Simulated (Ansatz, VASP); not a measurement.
## One calculation of Ti, two programs

```xyz
2
Lattice="0.0000 2.8395 2.8395 2.8395 0.0000 2.8395 2.8395 2.8395 0.0000" Properties=species:S:1:pos:R:3 pbc="T T T"
Ti    0.0000    0.0000    0.0000
Ti    1.4198    1.4198    1.4198
```

Alike in both runs: functional PBE; k mesh 11 × 11 × 11; occupations fermi-dirac, width 0.05 eV; no spin polarisation.

Ansatz relaxed the structure, and its values are those at the end. VASP's run is a single point on that final structure, the one shown.

```csv
,VASP,Ansatz
version,VASP 6.6.1,Ansatz 0.2.0
potentials or method,"VASP PAW PBE potentials, release 64 (Ti_sv)","PAW with Ansatz's default frozen-core files, scalar-relativistic"
plane-wave cutoff (eV),520,420
valence electrons in the cell,24,24
```

```tsv
	VASP	Ansatz	Ansatz less VASP
pressure (GPa)	0.0	0.0	-0.04
```

With one functional, cell and mesh, what is left measures potentials, basis and numerics.
